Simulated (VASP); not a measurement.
# KMgF3 (Cmmm) in VASP: further runs, part 2 of 2

VASP 6.6.1.

## 3. Single point, PBE (strain +0.0150 x Voigt [0, 0, 0, 0, 0, 1])

INCAR

```
PREC     = Accurate       # precision mode
ENCUT    = 520            # plane-wave cutoff, eV
EDIFF    = 1E-6           # SCF threshold, eV
ISMEAR   = 0              # smearing method
SIGMA    = 0.05           # smearing width, eV
LREAL    = F              # projectors in reciprocal space
LASPH    = T              # aspherical terms in the spheres
NELM     = 60             # most SCF steps
ALGO     = Normal         # electronic algorithm
ISIF     = 2              # what is computed and relaxed
LWAVE    = F              # write WAVECAR
LCHARG   = F              # write CHGCAR
GGA      = PE             # functional
NBANDS   = 24             # bands
```

KPOINTS

```
regular mesh
0
Gamma
  6 6 6
```

POSCAR

```
KMgF3
1.0
    3.9859000000      0.0298942500      0.0000000000
    0.0298942500      3.9859000000      0.0000000000
    0.0000000000      0.0000000000      3.9859000000
K Mg F
1 1 3
Direct
    0.5000000000      0.5000000000      0.5000000000
    0.0000000000      0.0000000000      0.0000000000
    0.5000000000      0.0000000000      0.0000000000
    0.0000000000      0.5000000000      0.0000000000
    0.0000000000      0.0000000000      0.5000000000
```

Potentials or basis: VASP PAW PBE potentials, release 64 (K_sv, Mg, F).

The run is started by

```sh
$ cat potpaw_PBE.64/K_sv/POTCAR potpaw_PBE.64/Mg/POTCAR potpaw_PBE.64/F/POTCAR > POTCAR
$ mpirun -np 1 vasp_std > vasp.out
```

OUTCAR:

```text
PREC = Accurate
   ENCUT = 520
   EDIFF = 1E-6
   ISMEAR = 0
   LREAL = F
   LASPH = T
   NELM = 60
   ISIF = 2
   GGA = PE

 ion  position               nearest neighbor table
   1  0.500  0.500  0.500-   5 2.80   5 2.80   3 2.82   4 2.82   3 2.82   3 2.82   3 2.82   4 2.82
                             4 2.82   4 2.82   5 2.84   5 2.84   2 3.43   2 3.43   2 3.43   2 3.43
   2  0.000  0.000  0.000-   5 1.99   5 1.99   3 1.99   4 1.99   4 1.99   3 1.99   1 3.43   1 3.43
                             1 3.43   1 3.43   1 3.47   1 3.47   1 3.47   1 3.47
   3  0.500  0.000  0.000-   2 1.99   2 1.99   1 2.82   1 2.82   1 2.82   1 2.82
   4  0.000  0.500  0.000-   2 1.99   2 1.99   1 2.82   1 2.82   1 2.82   1 2.82
   5  0.000  0.000  0.500-   2 1.99   2 1.99   1 2.80   1 2.80   1 2.84   1 2.84

  LATTYP: Found a base centered orthorhombic cell.
 ALAT       =     5.5946369845
 B/A-ratio  =     1.0151133501
 C/A-ratio  =     0.7124501574

  Lattice vectors:

 A1 = (  -0.0298942500,  -3.9859000000,   0.0000000000)
 A2 = (   3.9859000000,   0.0298942500,   0.0000000000)
 A3 = (   0.0000000000,   0.0000000000,   3.9859000000)

[... 176 lines left out ...]
  ---------------------------------------------------
  free energy    TOTEN  =       -24.41236361 eV

  energy without entropy =      -24.41236361  energy(sigma->0) =      -24.41236361

 E-fermi :  -1.2654     XC(G=0):  -9.6843

 val. band max:       -1.5961375055   @ k =   0.5000   0.5000   0.5000
 cond. band min:       5.7035514390   @ k =   0.0000   0.0000   0.0000
 fundamental gap:      7.2996889446
 Fermi energy:        -1.2654095533

 k-point     1 :       0.0000    0.0000    0.0000
  band No.  band energies     occupation
      1     -27.2545      2.00000
      2     -21.7195      2.00000
      3     -21.0666      2.00000
      4     -21.0650      2.00000
      5     -10.7544      2.00000
      6     -10.7469      2.00000
[... 637 lines left out ...]
     23      12.6822      0.00000
     24      13.6795      0.00000

 [... further k-points ...]
[... 5 lines left out ...]
  --------------------------------------------------------------------------------------
  -------------------------------------------------------------------------------------
  Total        1.3319783      1.3319783      1.3288645     -0.2875675      0.0000000      0.0000000
  in kB       33.7017895     33.7017895     33.6230046     -7.2760485      0.0000000      0.0000000
  external PRESSURE =      33.6755279 kB  Pullay stress =       0.0000000 kB

 VOLUME and BASIS-vectors are now :
 -----------------------------------------------------------------------------
  energy-cutoff  :      520.00
  volume of cell :       63.32
      direct lattice vectors                 reciprocal lattice vectors
     3.985900000  0.029894250  0.000000000     0.250898480 -0.001881739  0.000000000
     0.029894250  3.985900000  0.000000000    -0.001881739  0.250898480  0.000000000
     0.000000000  0.000000000  3.985900000     0.000000000  0.000000000  0.250884367

 POSITION                                       TOTAL-FORCE (eV/Angst)
 -----------------------------------------------------------------------------------
      2.00790      2.00790      1.99295        -0.000000      0.000000      0.000000
      0.00000      0.00000      0.00000         0.000000      0.000000      0.000000
      1.99295      0.01495      0.00000         0.000000      0.000000      0.000000
      0.01495      1.99295      0.00000         0.000000      0.000000      0.000000
      0.00000      0.00000      1.99295         0.000000      0.000000      0.000000
 -----------------------------------------------------------------------------------
    total drift:                                0.000000     -0.000000      0.000000

  FREE ENERGIE OF THE ION-ELECTRON SYSTEM (eV)
  ---------------------------------------------------
  free  energy   TOTEN  =       -24.4123636088 eV

  energy  without entropy=      -24.4123636088  energy(sigma->0) =      -24.41236361
```

OSZICAR:

```text
N       E                     dE             d eps       ncg     rms          rms(c)
DAV:   1     0.220839954960E+03    0.22084E+03   -0.17454E+04  2576   0.128E+03
DAV:   2    -0.151482337243E+02   -0.23599E+03   -0.22776E+03  3152   0.342E+02
DAV:   3    -0.262446376474E+02   -0.11096E+02   -0.11042E+02  3736   0.683E+01
DAV:   4    -0.266198094023E+02   -0.37517E+00   -0.37513E+00  3232   0.801E+00
DAV:   5    -0.266221926457E+02   -0.23832E-02   -0.23832E-02  3448   0.634E-01    0.901E+00
DAV:   6    -0.244132667509E+02    0.22089E+01   -0.71642E+00  2968   0.191E+01    0.405E+00
DAV:   7    -0.244125124624E+02    0.75429E-03   -0.28317E-01  2904   0.292E+00    0.238E+00
DAV:   8    -0.244125287798E+02   -0.16317E-04   -0.71452E-02  3160   0.241E+00    0.312E-01
DAV:   9    -0.244120782654E+02    0.45051E-03   -0.15193E-02  3232   0.853E-01    0.147E-01
DAV:  10    -0.244123735665E+02   -0.29530E-03   -0.10149E-03  2936   0.211E-01    0.862E-02
DAV:  11    -0.244123732799E+02    0.28665E-06   -0.39688E-05  3176   0.531E-02    0.413E-02
DAV:  12    -0.244123633966E+02    0.98832E-05   -0.47329E-05  2944   0.467E-02    0.319E-03
DAV:  13    -0.244123636088E+02   -0.21222E-06   -0.12905E-06  2528   0.758E-03
   1 F= -.24412364E+02 E0= -.24412364E+02  d E =-.327013E-22
```

stdout:

```text
POSCAR found type information on POSCAR K MgF
 POSCAR found :  3 types and       5 ions
 scaLAPACK will be used
 LDA part: xc-table for (Slater+PW92), standard interpolation
 POSCAR, INCAR and KPOINTS ok, starting setup
 FFT: planning ... GRIDC
 FFT: planning ... GRID_SOFT
 FFT: planning ... GRID
 WAVECAR not read
 entering main loop
```

It took 27 s on 1 thread of Intel Xeon 6975P-C (Granite Rapids), shared host; peak memory 0.21 GiB.

What came out:

* Free energy: -24.4124 eV
* Pressure: 3.4 GPa
* Band gap on the k mesh: 7.30 eV, indirect (least direct gap 7.60 eV)

Stress tensor (GPa, compression positive):
```
 3.37 -0.73  0.00
-0.73  3.37  0.00
 0.00  0.00  3.36
```

Levels at points of the mesh, in eV from the valence-band top:
```
           k point  band 12  band 13  band 14  band 15  band 16  band 17  band 18  band 19  band 20  band 21
(0.00, 0.00, 0.00)    -0.63    -0.61    -0.35    -0.33    -0.30     7.30    10.07    10.08    12.19    12.23
(0.50, 0.00, 0.00)    -0.87    -0.86    -0.86    -0.53    -0.53    10.11    10.44    11.11    12.80    12.82
(0.50, 0.50, 0.00)    -1.06    -1.03    -0.90    -0.89    -0.02    10.91    11.70    12.61    12.64    12.80
(0.00, 0.00, 0.50)    -0.87    -0.87    -0.86    -0.58    -0.48    10.11    10.44    11.12    12.75    12.83
(0.50, 0.00, 0.50)    -1.04    -1.04    -0.90    -0.90    -0.03    10.91    11.69    12.63    12.63    12.83
(0.50, 0.50, 0.50)    -1.12    -1.12    -0.01     0.00     0.00    10.39    10.44    10.49    13.99    14.07
```

Caveat: the cell differs from its parent crystal (strain +0.0150 x Voigt [0, 0, 0, 0, 0, 1]). A k mesh can miss the band edges.
